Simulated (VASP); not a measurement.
# Al (Im-3m) in VASP: notebook, part 2 of 2

VASP 6.6.1. The steps go on from the part before.

## Step 4: Single point, PBE0

POSCAR

```
Al
1.0
   -1.5587357247      1.5587357247      1.5587357247
    1.5587357247     -1.5587357247      1.5587357247
    1.5587357247      1.5587357247     -1.5587357247
Al
1
Direct
    0.0000000000      0.0000000000      0.0000000000
```

INCAR.step1

```
SYSTEM = Al
PREC = Accurate ; ENCUT = 520
EDIFF = 1E-5 ; ISMEAR = -1
SIGMA = 0.05 ; LREAL = .False.
LASPH = .True. ; NELM = 80
ALGO = Normal ; ISIF = 2
LWAVE = .True. ; NBANDS = 8
GGA = PE
```

INCAR.step2

```
SYSTEM = Al
PREC = Accurate ; ENCUT = 520
EDIFF = 1E-6 ; ISMEAR = -1
SIGMA = 0.05 ; LREAL = .False.
LASPH = .True. ; NELM = 80
ALGO = Normal ; ISIF = 2
LWAVE = .False. ; LCHARG = .True.
GGA = PE ; LHFCALC = .True.
AEXX = 0.25 ; PRECFOCK = Normal
LELF = .True. ; LVHAR = .True.
NBANDS = 8 ; ISTART = 1
```

KPOINTS

```
Automatic mesh
0
Gamma
  8 8 8
  0 0 0
```

Potentials or basis: VASP PAW PBE potentials, release 64 (Al).

On the command line:

```
> cat potpaw_PBE.64/Al/POTCAR > POTCAR
> cp INCAR.step1 INCAR
> mpirun -np 1 vasp_std > vasp.out
> cp INCAR.step2 INCAR
> mpirun -np 1 vasp_std > vasp.out
```

OUTCAR:

```text
SYSTEM = Al
   PREC = Accurate
   ENCUT = 520
   EDIFF = 1E-6
   ISMEAR = -1
   LREAL = .False.
   LASPH = .True.
   NELM = 80
   ISIF = 2
   GGA = PE
   LHFCALC = .True.
   AEXX = 0.25
   PRECFOCK = Normal
   ISTART = 1

 ion  position               nearest neighbor table
   1  0.000  0.000  0.000-

  LATTYP: Found a body centered cubic cell.
 ALAT       =     3.1174714494

  Lattice vectors:

 A1 = (  -1.5587357247,   1.5587357247,   1.5587357247)
 A2 = (   1.5587357247,  -1.5587357247,   1.5587357247)
 A3 = (   1.5587357247,   1.5587357247,  -1.5587357247)

Analysis of symmetry for initial positions (statically):
=====================================================================
 Subroutine PRICEL returns:
 Original cell was already a primitive cell.

 Routine SETGRP: Setting up the symmetry group for a
 body centered cubic supercell.

 Subroutine GETGRP returns: Found 48 space group operations
[... 9 lines left out ...]

 Routine SETGRP: Setting up the symmetry group for a
 body centered cubic supercell.

 Subroutine GETGRP returns: Found 48 space group operations
[... 11 lines left out ...]
                                     Primitive cell

  volume of cell :      15.1488

  direct lattice vectors                    reciprocal lattice vectors
    -1.558735725  1.558735725  1.558735725     0.000000000  0.320772785  0.320772785
     1.558735725 -1.558735725  1.558735725     0.320772785  0.000000000  0.320772785
     1.558735725  1.558735725 -1.558735725     0.320772785  0.320772785  0.000000000

  length of vectors
     2.699809471  2.699809471  2.699809471     0.453641223  0.453641223  0.453641223

  position of ions in fractional coordinates (direct lattice)
     0.000000000  0.000000000  0.000000000

  ion indices of the primitive-cell ions
   primitive index   ion index
                 1           1

----------------------------------------------------------------------------------------

 KPOINTS: Automatic mesh

Automatic generation of k-mesh.
 Grid dimensions read from file:
 generate k-points for:    8    8    8

 Generating k-lattice:

  Cartesian coordinates                     Fractional coordinates (reciprocal lattice)
     0.000000000  0.040096598  0.040096598     0.125000000  0.000000000  0.000000000
     0.040096598  0.000000000  0.040096598     0.000000000  0.125000000  0.000000000
     0.040096598  0.040096598  0.000000000     0.000000000  0.000000000  0.125000000

  Length of vectors
     0.056705153  0.056705153  0.056705153

  Shift w.r.t. Gamma in fractional coordinates (k-lattice)
     0.000000000  0.000000000  0.000000000

 Subroutine IBZKPT returns following result:
 ===========================================

 Found     29 irreducible k-points:

 Following reciprocal coordinates:
            Coordinates               Weight
  0.000000  0.000000  0.000000      1.000000
  0.125000  0.000000  0.000000     12.000000
  0.250000  0.000000  0.000000     12.000000
  0.375000  0.000000  0.000000     12.000000
  0.500000  0.000000  0.000000      6.000000
  0.125000  0.125000  0.000000     24.000000
[... 16 lines left out ...]
 -0.250000  0.250000  0.250000      6.000000
 -0.375000  0.375000  0.250000     24.000000
 [... further k-points ...]
   k-points           NKPTS =     29   k-points in BZ     NKDIM =    512   number of bands    NBANDS=      8
   number of dos      NEDOS =    301   number of ions     NIONS =      1
   total plane-waves  NPLWV =   8000
   dimension x,y,z NGX =    20 NGY =   20 NGZ =   20
   dimension x,y,z NGXF=    40 NGYF=   40 NGZF=   40
   ions per type =               1
   NGX,Y,Z   is equivalent  to a cutoff of  12.32, 12.32, 12.32 a.u.
   NGXF,Y,Z  is equivalent  to a cutoff of  24.63, 24.63, 24.63 a.u.
 SYSTEM =  Al
   PREC   = accura    normal or accurate (medium, high low for compatibility)
   ISTART =      1    job   : 0-new  1-cont  2-samecut
   ICHARG =      0    charge: 1-file 2-atom 10-const
   ISPIN  =      1    spin polarized calculation?
   LNONCOLLINEAR =      F non collinear calculations
   LSORBIT =      F    spin-orbit coupling
   LASPH  =      T    aspherical Exc in radial PAW
   ENCUT  =  520.0 eV  38.22 Ry    6.18 a.u.   5.02  5.02  5.02*2*pi/ulx,y,z
   NELM   =     80;   NELMIN=  2; NELMDL=  0     # of ELM steps
   EDIFF  = 0.1E-05   stopping-criterion for ELM
   LREAL  =      F    real-space projection
   EDIFFG = 0.1E-04   stopping-criterion for IOM
   NSW    =      0    number of steps for IOM
   IBRION =     -1    ionic relax: 0-MD 1-quasi-New 2-CG
   NFREE  =      0    steps in history (QN), initial steepest desc. (CG)
   ISIF   =      2    stress and relaxation
   ISYM   =      3    0-nonsym 1-usesym 2-fastsym
   POTIM  = 0.5000    time-step for ionic-motion
   TEBEG  =    0.0;   TEEND  =   0.0 temperature during run
   PSTRESS=    0.0 pullay stress
   NELECT =       3.0000    total number of electrons
   NUPDOWN=      -1.0000    fix difference up-down
   EMIN   =  10.00;   EMAX   =-10.00  energy-range for DOS
   EFERMI =   0.00;   METHOD = LEGACY
   ISMEAR =    -1;   SIGMA  =   0.05  broadening in eV -4-tet -1-fermi 0-gaus
   EFERMI_NEDOS =   21; number of points for ismear=-14 and -15
   IALGO  =     38    algorithm
   IMIX   =      1    mixing-type and parameters
     AMIX     =   0.40;   BMIX     =  1.00
     AMIX_MAG =   1.60;   BMIX_MAG =  1.00
  volume/ion in A,a.u.               =      15.15       102.23
  Fermi-wavevector in a.u.,A,eV,Ry     =   0.954237  1.803246 12.389024  0.910568
  Thomas-Fermi vector in A             =   2.082965
   LORBIT       =      0    0 simple, 1 ext, 2 COOP (PROOUT), +10 PAW based schemes
   GGA     = PE    functional components
   LHFCALC =     T    Hartree Fock is set to
   PRECFOCK=normal    Normal, Fast or Accurate (Low or Medium for compatibility)
   ENCUT4O =  -1.0   cutoff for four orbital integrals eV
   NKREDX  =     1    reduce k-point grid by
   NKREDY  =     1    reduce k-point grid by
   NKREDZ  =     1    reduce k-point grid by
   AEXX    =    0.2500 exact exchange contribution
   HFSCREEN=    0.0000 screening length (either q_TF or 0.3 A-1)
   HFSCREENC=   0.0000 screening length for correlation (either q_TF or 0.3 A-1)
   ENCUTFOCK=  -1.0 apply spherical cutoff to Coloumb kernel
   IVDW    =     0    specifies the selected vdW correction
   LEPSILON=     F    determine dielectric tensor
   LRPA    =     F    only Hartree local field effects (RPA)
 non-spin polarized calculation
  energy-cutoff  :      520.00
  volume of cell :       15.15
 maximum number of plane-waves:       420
  NGX = 16; NGY = 16; NGZ = 16

 number of electron       3.0000000 magnetization

 Free energy of the ion-electron system (eV)
  ---------------------------------------------------
  ext. energy  EPLUGINS =         0.00000000
  ---------------------------------------------------
  free energy    TOTEN  =        -4.21024669 eV

  energy without entropy =       -4.20839144  energy(sigma->0) =       -4.20931907

 E-fermi :   9.2253     XC(G=0):  -8.2659

 val. band max:        8.8287183240   @ k =  -0.3750   0.5000   0.2500
 cond. band min:       9.3238562540   @ k =  -0.3750   0.3750   0.1250
 fundamental gap:      0.4951379300
 Fermi energy:         9.2252808469

 k-point     1 :       0.0000    0.0000    0.0000
  band No.  band energies     occupation
      1      -4.8915      2.00000
      2      24.3104      0.00000
      3      24.3104      0.00000
      4      24.3104      0.00000
      5      26.5506      0.00000
      6      26.5506      0.00000
      7      26.5506      0.00000
      8      27.4693      0.00000

 k-point     2 :       0.1250    0.0000    0.0000
  band No.  band energies     occupation
      1      -4.3603      2.00000
      2      20.1504      0.00000
      3      22.4730      0.00000
      4      22.6808      0.00000
      5      24.5650      0.00000
      6      25.5835      0.00000
      7      27.5905      0.00000
      8      28.0449      0.00000

 k-point     3 :       0.2500    0.0000    0.0000
  band No.  band energies     occupation
      1      -2.7716      2.00000
      2      14.3651      0.00000
      3      20.5448      0.00000
      4      20.5979      0.00000
      5      22.4969      0.00000
      6      24.0431      0.00000
      7      29.1752      0.00000
      8      29.3048      0.00000
[... 210 lines left out ...]
 k-point    23 :      -0.2500    0.2500    0.2500
  band No.  band energies     occupation
      1      -0.6735      2.00000
      2      15.2728      0.00000
      3      15.2728      0.00000
      4      16.5933      0.00000
      5      19.0289      0.00000
      6      28.1180      0.00000
      7      29.5698      0.00000
      8      30.7296      0.00000

 k-point    24 :      -0.3750    0.3750    0.2500
  band No.  band energies     occupation
      1       1.9361      2.00000
      2      10.8079      0.00000
      3      13.8886      0.00000
      4      16.1263      0.00000
      5      19.3543      0.00000
      6      25.8352      0.00000
      7      27.9503      0.00000
      8      31.3279      0.00000

 [... further k-points ...]
[... 5 lines left out ...]
  --------------------------------------------------------------------------------------
  -------------------------------------------------------------------------------------
  Total        0.6882414      0.6882414      0.6882414      0.0000000      0.0000000      0.0000000
  in kB       72.7903667     72.7903667     72.7903667      0.0000000      0.0000000      0.0000000
  external PRESSURE =      72.7903667 kB  Pullay stress =       0.0000000 kB

 VOLUME and BASIS-vectors are now :
 -----------------------------------------------------------------------------
  energy-cutoff  :      520.00
  volume of cell :       15.15
      direct lattice vectors                 reciprocal lattice vectors
    -1.558735725  1.558735725  1.558735725     0.000000000  0.320772785  0.320772785
     1.558735725 -1.558735725  1.558735725     0.320772785  0.000000000  0.320772785
     1.558735725  1.558735725 -1.558735725     0.320772785  0.320772785  0.000000000

 POSITION                                       TOTAL-FORCE (eV/Angst)
 -----------------------------------------------------------------------------------
      0.00000      0.00000      0.00000         0.000000      0.000000      0.000000
 -----------------------------------------------------------------------------------
    total drift:                                0.000000     -0.000000     -0.000000

  FREE ENERGIE OF THE ION-ELECTRON SYSTEM (eV)
  ---------------------------------------------------
  free  energy   TOTEN  =        -4.2102466932 eV

  energy  without entropy=       -4.2083914439  energy(sigma->0) =       -4.20931907
```

Wall time 2.7 min (1 thread of Intel Xeon Platinum 8559C (Emerald Rapids), shared host); peak memory 0.13 GiB.

What came out:

```yaml
Free_energy: -4.2102 eV
Pressure: 7.3 GPa
```

Levels at points of the mesh, in eV from the Fermi level:
```
           k point  band 1  band 2  band 3  band 4  band 5
(0.00, 0.00, 0.00)  -14.12   15.09   15.09   15.09   17.33
(0.50, 0.00, 0.00)   -6.07   -5.20    9.45    9.84   11.56
(0.50, 0.50, 0.50)    3.82    3.82    3.82    4.63    4.63
```

Caveat: the PAW data sets were made with another functional, which shifts forces and pressure a little.

## Step 5: Single point, PBE0

This run uses another cell than the first one, of 15.47 Å³/atom, 1.021 times its volume.

POSCAR

```
Al
1.0
   -1.5697130985      1.5697130985      1.5697130985
    1.5697130985     -1.5697130985      1.5697130985
    1.5697130985      1.5697130985     -1.5697130985
Al
1
Direct
    0.0000000000      0.0000000000      0.0000000000
```

INCAR.step1

```
SYSTEM = Al
ALGO = Normal
EDIFF = 1E-5
ENCUT = 520
GGA = PE
ISIF = 2
ISMEAR = -1
LASPH = .TRUE.
LREAL = .FALSE.
LWAVE = .TRUE.
NBANDS = 8
NELM = 60
PREC = Accurate
SIGMA = 0.05
```

INCAR.step2

```
SYSTEM = Al
AEXX = 0.25
ALGO = Normal
EDIFF = 1E-6
ENCUT = 520
GGA = PE
ISIF = 2
ISMEAR = -1
ISTART = 1
LASPH = .TRUE.
LCHARG = .TRUE.
LELF = .TRUE.
LHFCALC = .TRUE.
LREAL = .FALSE.
LVHAR = .TRUE.
LWAVE = .FALSE.
NBANDS = 8
NELM = 60
PREC = Accurate
PRECFOCK = Normal
SIGMA = 0.05
```

KPOINTS

```
k-points
0
G
  8 8 8
  0 0 0
```

On the command line:

```
> cat potpaw_PBE.64/Al/POTCAR > POTCAR
> cp INCAR.step1 INCAR
> mpirun -np 1 vasp_std > vasp.out
> cp INCAR.step2 INCAR
> mpirun -np 1 vasp_std > vasp.out
```

Wall time 2.9 min (1 thread of Intel Xeon Platinum 8559C (Emerald Rapids), shared host); peak memory 0.13 GiB.

Results (log left out):

- Free energy: -4.2223 eV
- Pressure: 6.1 GPa

Levels at points of the mesh, in eV from the Fermi level:
```csv
k point,band 1,band 2,band 3,band 4,band 5
"(0.00, 0.00, 0.00)",-13.96,14.93,14.93,14.93,16.98
"(0.50, 0.00, 0.00)",-6.00,-5.21,9.38,9.65,11.39
"(0.50, 0.50, 0.50)",3.77,3.77,3.77,4.64,4.64
```

Caveat: the PAW data sets were made with another functional, which shifts forces and pressure a little.

## Step 6: Single point, PBE0

This run uses another cell than the first one, of 15.79 Å³/atom, 1.043 times its volume.

POSCAR

```
Al
1.0
   -1.5805390481      1.5805390481      1.5805390481
    1.5805390481     -1.5805390481      1.5805390481
    1.5805390481      1.5805390481     -1.5805390481
Al
1
Direct
    0.0000000000      0.0000000000      0.0000000000
```

INCAR.step1

```
PREC = Accurate
ENCUT = 520
EDIFF = 1E-5
ISMEAR = -1
SIGMA = 0.05
LREAL = False
LASPH = True
NELM = 100
ALGO = Normal
ISIF = 2
LWAVE = True
LCHARG = False
NBANDS = 8
GGA = PE
```

INCAR.step2

```
PREC = Accurate
ENCUT = 520
EDIFF = 1E-6
ISMEAR = -1
SIGMA = 0.05
LREAL = False
LASPH = True
NELM = 100
ALGO = Normal
ISIF = 2
LWAVE = False
LCHARG = False
GGA = PE
LHFCALC = True
AEXX = 0.25
PRECFOCK = Normal
NBANDS = 8
ISTART = 1
```

KPOINTS

```
regular mesh
0
Gamma
  8 8 8
```

Potentials or basis: VASP PAW PBE potentials, release 64 (Al).

On the command line:

```
> cat potpaw_PBE.64/Al/POTCAR > POTCAR
> cp INCAR.step1 INCAR
> mpirun -np 1 vasp_std > vasp.out
> cp INCAR.step2 INCAR
> mpirun -np 1 vasp_std > vasp.out
```

Run time: 4.2 min. Hardware: 1 thread of Intel Xeon Platinum 8559C (Emerald Rapids), shared host; peak memory 0.13 GiB.

It converged, with:

```yaml
Free_energy: -4.2326 eV
Pressure: 4.1 GPa
```

Levels at points of the mesh, in eV from the Fermi level:
```tsv
k point	band 1	band 2	band 3	band 4
(0.00, 0.00, 0.00)	-13.82	14.77	14.77	14.77
(0.50, 0.00, 0.00)	-5.93	-5.21	9.30	9.45
(0.50, 0.50, 0.50)	3.69	3.69	3.69	4.63
```

Caveat: the PAW data sets were made with another functional, which shifts forces and pressure a little.

## Step 7: Summary

| level | cell | smearing | screening parameter | gap on the mesh (eV) | pressure (GPa) |
| --- | --- | --- | --- | --- | --- |
| HSE06+D3(BJ) | a = 2.700 Å, angles 109.5°, 1 atom | methfessel-paxton 0.1 eV | 0.2079 1/Å | none | 2.8 |
| HSE06+D3(BJ) | a = 2.719 Å, angles 109.5°, 1 atom | methfessel-paxton 0.1 eV | 0.2079 1/Å | none | 1.3 |
| PBE0 | a = 2.700 Å, angles 109.5°, 1 atom | fermi-dirac 0.05 eV | - | none | 7.3 |
| PBE0 | a = 2.719 Å, angles 109.5°, 1 atom | fermi-dirac 0.05 eV | - | none | 6.1 |
| PBE0 | a = 2.738 Å, angles 109.5°, 1 atom | fermi-dirac 0.05 eV | - | none | 4.1 |

Alike in all rows: task single point; potentials or basis VASP PAW PBE potentials, release 64 (Al); no spin polarisation; k mesh 8 × 8 × 8; cutoff (eV) 520.

Caveats: the PAW data sets were made with another functional, which shifts forces and pressure a little; three body term missing (some runs); pairwise dispersion overbinds metals, which lowers pressure and volume (some runs).

Total energies depend on the potentials used, so only differences within one code and one set of settings carry meaning.
